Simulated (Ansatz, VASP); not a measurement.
# Two plane-wave programs on WC

File INCAR:

```
SYSTEM = WC
  ALGO = Normal
  EDIFF = 1E-6
  EDIFFG = -0.003
  ENCUT = 600
  GGA = PE
  IBRION = 2
  ISIF = 3
  ISMEAR = 0
  LASPH = .True.
  LCHARG = .False.
  LREAL = .False.
  LWAVE = .False.
  NELM = 100
  NSW = 80
  PREC = Accurate
  SIGMA = 0.1
```

The input KPOINTS:

```
k-points
0
Gamma
  18 18 18
  0 0 0
```

POSCAR

```
WC
1.0
    2.9060000000      0.0000000000      0.0000000000
   -1.4530000000      2.5166698200      0.0000000000
    0.0000000000      0.0000000000      2.8370000000
W C
1 1
Direct
    0.0000000000      0.0000000000      0.0000000000
    0.3333333333      0.6666666667      0.5000000000
```

Input for Ansatz:

```yaml
crystal:
  lattice:
    - [2.906, 0.0, 0.0]
    - [-1.453, 2.51666982, 0.0]
    - [0.0, 0.0, 2.837]
  atoms:
    - { symbol: W, position: [0.0, 0.0, 0.0] }
    - { symbol: C, position: [0.3333333333, 0.6666666667, 0.5] }
scf:
  occupations: { method: gaussian, width: 0.1 }
output:
  forces: true
  stress: true
  eigenvalues: true
  write_density: true
  write_potential: true
  elf: true
  volumetric_format: npy
hamiltonian:
  xc: pbe
relax:
  f_tol: 0.003
  max_steps: 60
  cell: { stress_tol: 0.02 }
kpoints:
  mp_grid: { grid: [18, 18, 18] }
```

Alike in both runs: task relaxation of cell and atoms; functional PBE; k mesh 18 × 18 × 18; occupations gaussian, width 0.1 eV; no spin polarisation.

|  | VASP | Ansatz |
| --- | --- | --- |
| version | VASP 6.6.1 | Ansatz 0.2.0 |
| potentials or method | VASP PAW PBE potentials, release 64 (W_sv, C) | scalar-relativistic, plane waves, PAW |
| plane-wave cutoff (eV) | 600 | 420 |
| valence electrons in the cell | 18 | 18 |

|  | VASP | Ansatz | Ansatz less VASP |
| --- | --- | --- | --- |
| gap on the k mesh at the Fermi level, each at its own relaxed structure (eV) | none | none | - |
| relaxed volume (Å³/atom) | 10.55 | 10.52 | -0.026 |
| relaxed length of the cell vector where the two differ most in proportion (Å) | 2.849 | 2.847 | -0.0027 |

A gap of «none» marks a metal or a gap that the smearing closes.

Spin-orbit coupling is off throughout.
